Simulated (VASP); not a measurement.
# ZnS (F-43m) in VASP: vibrations by perturbation theory with PBE

Aim: the vibrations by perturbation theory of ZnS with PBE.

All numbers are computed with VASP 6.6.1; they aren't measurements. Logs are shortened: lines on timing, memory, paths and dates and some standing lists are left out, and cuts for length are marked.

## (1) The cell of the first run

The structure is cubic, space group F-43m (No. 216). Conventional cell: a = 5.297 Å, b = 5.297 Å, c = 5.297 Å, α = 90.00°, β = 90.00°, γ = 90.00°. Zn (site symmetry -43m) has 4 S at 2.29 Å within 3.0 Å. S (site symmetry -43m) has 4 Zn at 2.29 Å within 3.0 Å.

## (2) Vibrations by perturbation theory, PBE

INCAR

```
SYSTEM = ZnS
ALGO = Normal ; EDIFF = 1E-8
ENCUT = 520 ; GGA = PE
IBRION = 8 ; ISIF = 2
ISMEAR = 0 ; LASPH = .True.
LCHARG = .False. ; LEPSILON = .True.
LREAL = .False. ; LWAVE = .False.
NELM = 100 ; NSW = 1
PREC = Accurate ; SIGMA = 0.01
```

KPOINTS

```
k-points
0
Gamma
  10 10 10
  0 0 0
```

POSCAR

```
ZnS
1.0
    0.0000000000      2.6483808356      2.6483808356
    2.6483808356      0.0000000000      2.6483808356
    2.6483808356      2.6483808356      0.0000000000
Zn S
1 1
Direct
    0.0000000000      0.0000000000      0.0000000000
    0.7500000000      0.7500000000      0.7500000000
```

Potentials or basis: VASP PAW PBE potentials, release 64 (Zn, S).

Started as:

```sh
$ cat potpaw_PBE.64/Zn/POTCAR potpaw_PBE.64/S/POTCAR > POTCAR
$ mpirun -np 1 vasp_std > vasp.out
```

OUTCAR:

```text
SYSTEM = ZnS
   EDIFF = 1E-8
   ENCUT = 520
   GGA = PE
   IBRION = 8
   ISIF = 2
   ISMEAR = 0
   LASPH = .True.
   LEPSILON = .True.
   LREAL = .False.
   NELM = 100
   NSW = 1
   PREC = Accurate

 ion  position               nearest neighbor table
   1  0.000  0.000  0.000-   2 2.29   2 2.29   2 2.29   2 2.29
   2  0.750  0.750  0.750-   1 2.29   1 2.29   1 2.29   1 2.29

  LATTYP: Found a face centered cubic cell.
 ALAT       =     5.2967616712

  Lattice vectors:

 A1 = (   0.0000000000,   2.6483808356,   2.6483808356)
 A2 = (   2.6483808356,   0.0000000000,   2.6483808356)
 A3 = (   2.6483808356,   2.6483808356,   0.0000000000)

Analysis of symmetry for initial positions (statically):
=====================================================================
 Subroutine PRICEL returns:
 Original cell was already a primitive cell.

 Routine SETGRP: Setting up the symmetry group for a
 face centered cubic supercell.

 Subroutine GETGRP returns: Found 24 space group operations
 (whereof 24 operations were pure point group operations)
 out of a pool of 48 trial point group operations.

The static configuration has the point symmetry T_d .

Analysis of symmetry for dynamics (positions and initial velocities):
=====================================================================
 Subroutine PRICEL returns:
 Original cell was already a primitive cell.

 Routine SETGRP: Setting up the symmetry group for a
 face centered cubic supercell.

 Subroutine GETGRP returns: Found 24 space group operations
 (whereof 24 operations were pure point group operations)
 out of a pool of 48 trial point group operations.

The dynamic configuration has the point symmetry T_d .

 Subroutine INISYM returns: Found 24 space group operations
 (whereof 24 operations are pure point group operations),
 and found     1 'primitive' translations

----------------------------------------------------------------------------------------

                                     Primitive cell

  volume of cell :      37.1511

  direct lattice vectors                    reciprocal lattice vectors
     0.000000000  2.648380836  2.648380836    -0.188794600  0.188794600  0.188794600
     2.648380836  0.000000000  2.648380836     0.188794600 -0.188794600  0.188794600
     2.648380836  2.648380836  0.000000000     0.188794600  0.188794600 -0.188794600

  length of vectors
     3.745376096  3.745376096  3.745376096     0.327001839  0.327001839  0.327001839

  position of ions in fractional coordinates (direct lattice)
     0.000000000  0.000000000  0.000000000
     0.750000000  0.750000000  0.750000000

  ion indices of the primitive-cell ions
   primitive index   ion index
                 1           1
                 2           2

----------------------------------------------------------------------------------------

 KPOINTS: k-points

Automatic generation of k-mesh.
 Grid dimensions read from file:
 generate k-points for:   10   10   10

 Generating k-lattice:

  Cartesian coordinates                     Fractional coordinates (reciprocal lattice)
    -0.018879460  0.018879460  0.018879460     0.100000000  0.000000000  0.000000000
     0.018879460 -0.018879460  0.018879460     0.000000000  0.100000000  0.000000000
     0.018879460  0.018879460 -0.018879460     0.000000000  0.000000000  0.100000000

  Length of vectors
     0.032700184  0.032700184  0.032700184

  Shift w.r.t. Gamma in fractional coordinates (k-lattice)
     0.000000000  0.000000000  0.000000000

 Subroutine IBZKPT returns following result:
 ===========================================

 Found     47 irreducible k-points:

 Following reciprocal coordinates:
            Coordinates               Weight
[... 488 lines left out ...]
  energy-cutoff  :      520.00
  volume of cell :       37.15
      direct lattice vectors                 reciprocal lattice vectors
     0.000000000  2.648380836  2.648380836    -0.188794600  0.188794600  0.188794600
     2.648380836  0.000000000  2.648380836     0.188794600 -0.188794600  0.188794600
     2.648380836  2.648380836  0.000000000     0.188794600  0.188794600 -0.188794600

 POSITION                                       TOTAL-FORCE (eV/Angst)
 -----------------------------------------------------------------------------------
      0.00000      0.00000      0.00000         0.000000     -0.000000      0.000000
      3.97257      3.97257      3.97257        -0.000000      0.000000     -0.000000
 -----------------------------------------------------------------------------------
    total drift:                               -0.000002     -0.000002     -0.000002

  FREE ENERGIE OF THE ION-ELECTRON SYSTEM (eV)
  ---------------------------------------------------
  free  energy   TOTEN  =        -6.7856869557 eV

  energy  without entropy=       -6.7856869557  energy(sigma->0) =       -6.78568696

 HEAD OF MICROSCOPIC STATIC DIELECTRIC TENSOR (INDEPENDENT PARTICLE, excluding Hartree and local field effects)
 ------------------------------------------------------
           6.304848    -0.000000     0.000000
           0.000000     6.304848     0.000000
           0.000000     0.000000     6.304848
 ------------------------------------------------------

 Free energy of the ion-electron system (eV)
  ---------------------------------------------------
  ---------------------------------------------------
  free energy    TOTEN  =        -0.54397610 eV

  energy without entropy =       -0.54397610

------------------------ aborting loop because EDIFF is reached ----------------------------------------

--------------------------------------- Ionic step        2  -------------------------------------------

------------------------ aborting loop because EDIFF is reached ----------------------------------------

--------------------------------------- Ionic step        3  -------------------------------------------

------------------------ aborting loop because EDIFF is reached ----------------------------------------

 PIEZOELECTRIC TENSOR FIELD DIRECTION 3  (e Angst)
 -----------------------------------------------------------------------------
    -0.00070  1.51373  0.00000           ( -0.00000 -0.01784  0.00000)
     1.51373 -0.00070  0.00000           ( -0.01784 -0.00000  0.00000)
     0.00000  0.00000 -0.00017           (  0.00000  0.00000 -0.00000)

 PIEZOELECTRIC TENSOR FIELD DIRECTION 3  (C/m^2)
 -----------------------------------------------------------------------------
    -0.00030  0.65281  0.00000
     0.65281 -0.00030  0.00000
     0.00000  0.00000 -0.00007

--------------------------------------- Ionic step        4  -------------------------------------------

------------------------ aborting loop because EDIFF is reached ----------------------------------------

[... ionic steps 5 to 6 ...]

--------------------------------------- Ionic step        7  -------------------------------------------

 Free energy of the ion-electron system (eV)
  ---------------------------------------------------
  ---------------------------------------------------
  free energy    TOTEN  =        -0.10566474 eV

  energy without entropy =       -0.10566474

------------------------ aborting loop because EDIFF is reached ----------------------------------------

 INTERNAL STRAIN TENSOR  FOR ION    2  DIRECTION 1   (eV/Angst):
 -----------------------------------------------------------------------------
    -0.01648  0.00000  0.00000
     0.00000  0.01683  7.90522
     0.00000  7.90522  0.01683

 MACROSCOPIC STATIC DIELECTRIC TENSOR (including local field effects in DFT)
 ------------------------------------------------------
           5.907528     0.000000    -0.000000
          -0.000000     5.907528    -0.000000
           0.000000     0.000000     5.907528
 ------------------------------------------------------

 PIEZOELECTRIC TENSOR (including local field effects)  for field in x, y, z        (e  Angst)
          XX          YY          ZZ          XY          YZ          ZX
  --------------------------------------------------------------------------------
  x    -0.00000     0.00000    -0.00000     0.00000     1.52535    -0.00000
  y     0.00000    -0.00000    -0.00000     0.00000     0.00000     1.52535
  z    -0.00000    -0.00000     0.00000     1.52535     0.00000     0.00000

 PIEZOELECTRIC TENSOR (including local field effects)  for field in x, y, z        (C/m^2)
          XX          YY          ZZ          XY          YZ          ZX
  --------------------------------------------------------------------------------
  x    -0.00000     0.00000    -0.00000     0.00000     0.65782    -0.00000
  y     0.00000    -0.00000    -0.00000     0.00000     0.00000     0.65782
  z    -0.00000    -0.00000     0.00000     0.65782     0.00000     0.00000

 BORN EFFECTIVE CHARGES (including local field effects) (in |e|, cummulative output)
 ---------------------------------------------------------------------------------
 ion    1
    1     1.92747     0.00000     0.00000
    2     0.00000     1.92747     0.00000
    3     0.00000     0.00000     1.92747
 ion    2
    1    -1.92747    -0.00000    -0.00000
    2    -0.00000    -1.92747    -0.00000
    3    -0.00000    -0.00000    -1.92747

 INTERNAL STRAIN TENSOR FOR ION    2 for displacements in x,y,z  (eV/Angst):
          X           Y           Z          XY          YZ          ZX
  --------------------------------------------------------------------------------
  x    -0.00000     0.00000     0.00000     0.00000     7.90522     0.00000
  y     0.00000    -0.00000     0.00000     0.00000     0.00000     7.90522
  z     0.00000     0.00000    -0.00000     7.90522     0.00000     0.00000

 SECOND DERIVATIVES (NOT SYMMETRIZED)
 ------------------------------------
               1X          1Y          1Z          2X          2Y          2Z
  1X    -7.239698    0.000000    0.000000    7.239698    0.000000    0.000000
  1Y     0.000000   -7.239698    0.000000    0.000000    7.239698    0.000000
  1Z     0.000000    0.000000   -7.239698    0.000000    0.000000    7.239698
  2X     7.161302    0.000000    0.000000   -7.161302    0.000000    0.000000
  2Y     0.000000    7.161302    0.000000    0.000000   -7.161302    0.000000
  2Z     0.000000    0.000000    7.161302    0.000000    0.000000   -7.161302

 Eigenvectors and eigenvalues of the dynamical matrix
 ----------------------------------------------------

   1 f  =    9.035561 THz    56.772106 2PiTHz  301.393883 cm-1    37.368062 meV
             X         Y         Z           dx          dy          dz
      0.000000  0.000000  0.000000    -0.575709    0.000000    0.000000
      3.972571  3.972571  3.972571     0.817655    0.000000    0.000000
[... 21 lines left out ...]
   6 f/i=    0.023154 THz     0.145483 2PiTHz    0.772345 cm-1     0.095759 meV
             X         Y         Z           dx          dy          dz
      0.000000  0.000000  0.000000     0.000000    0.000000    0.817655
      3.972571  3.972571  3.972571     0.000000    0.000000    0.575709

--------------------------------------------------------------------------------------------------------

 MACROSCOPIC STATIC DIELECTRIC TENSOR IONIC CONTRIBUTION
 ------------------------------------------------------
           2.513058    -0.000000     0.000000
          -0.000000     2.513058    -0.000000
           0.000000    -0.000000     2.513058
 ------------------------------------------------------

 ELASTIC MODULI CONTR FROM IONIC RELAXATION (kBar)
 Direction    XX          YY          ZZ          XY          YZ          ZX
 --------------------------------------------------------------------------------
 XX          -0.0000      0.0000      0.0000      0.0000      0.0000     -0.0000
 YY           0.0000     -0.0000     -0.0000     -0.0000      0.0000      0.0000
 ZZ           0.0000     -0.0000     -0.0000      0.0000     -0.0000      0.0000
 XY           0.0000     -0.0000      0.0000   -374.0898     -0.0000      0.0000
 YZ           0.0000      0.0000     -0.0000     -0.0000   -374.0898      0.0000
 ZX          -0.0000      0.0000      0.0000      0.0000      0.0000   -374.0898
 --------------------------------------------------------------------------------

 PIEZOELECTRIC TENSOR IONIC CONTR  for field in x, y, z        (C/m^2)
          XX          YY          ZZ          XY          YZ          ZX
  --------------------------------------------------------------------------------
  x     0.00000     0.00000    -0.00000    -0.00000    -0.91235     0.00000
  y    -0.00000     0.00000     0.00000     0.00000     0.00000    -0.91235
  z     0.00000    -0.00000     0.00000    -0.91235    -0.00000     0.00000
```

Run time: 11 min. Hardware: 1 thread of Intel Xeon 8259CL, shared host; peak memory 0.35 GiB.

Results:

```
Electronic dielectric tensor (diagonal)                 : 5.91
Born charges (mean of the diagonal)                     : Zn +1.93; S -1.93 e
Highest phonon frequency at Γ, LO-TO splitting left out : 301 cm⁻¹
```

Phonon frequencies in cm⁻¹ (negative: imaginary):
| q point | frequencies |
| --- | --- |
| (0.000, 0.000, 0.000) | -1 -1 -1 301 301 301 |

Electronic dielectric tensor:
```
5.91 0.00 0.00
0.00 5.91 0.00
0.00 0.00 5.91
```

Born effective charge tensors (e):
atom 1, Zn
```
1.93 0.00 0.00
0.00 1.93 0.00
0.00 0.00 1.93
```
atom 2, S
```
-1.93  0.00  0.00
 0.00 -1.93  0.00
 0.00  0.00 -1.93
```

Caveat: the cell stands under pressure or tension, which shifts response properties.
